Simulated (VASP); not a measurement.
Set up this calculation in VASP 6.6.1, as the native input.

```
Task                   : single point
Functional             : PBE
Potentials or basis    : VASP PAW PBE potentials, release 64 (Ag)
Cutoff                 : 520 eV
k mesh                 : 10 × 10 × 10
Occupations            : gaussian, width 0.15 eV
Spin                   : no spin polarisation
Dipole correction      : no
Further INCAR settings : ALGO = Fast; EDIFF = 1e-06; NBANDS = 12
```

The structure of Ag lies in POSCAR:

```
Ag
1.0
    0.0000000000      2.1043930000      2.0124535000
    2.1043930000      0.0000000000      2.0124535000
    2.1043930000      2.1043930000      0.0000000000
Ag
1
Direct
    0.0000000000      0.0000000000      0.0000000000
```

This cell differs from its parent crystal: strain +0.030 along x and y, -0.015 along z.

One way to write it, as run:

INCAR

```
SYSTEM = Ag
  ALGO = Fast
  EDIFF = 1E-6
  ENCUT = 520
  GGA = PE
  ISIF = 2
  ISMEAR = 0
  LASPH = .True.
  LCHARG = .True.
  LELF = .True.
  LREAL = .False.
  LVHAR = .True.
  LWAVE = .False.
  NBANDS = 12
  NELM = 100
  PREC = Accurate
  SIGMA = 0.15
```

KPOINTS

```
k-points
0
Gamma
  10 10 10
  0 0 0
```

Potentials or basis: VASP PAW PBE potentials, release 64 (Ag).

Command:

```console
$ cat potpaw_PBE.64/Ag/POTCAR > POTCAR
$ mpirun -np 1 vasp_std > vasp.out
```

It gave:

```json
{"Pressure": "0.4 GPa"}
```

Caveat: the cell differs from its parent crystal (strain +0.030 along x and y, -0.015 along z).

It took 18 s on 1 thread of Intel(R) Xeon(R) Platinum 8259CL CPU @ 2.50GHz (Skylake/Cascade Lake), with other jobs on the host, peak memory 0.15 GiB.
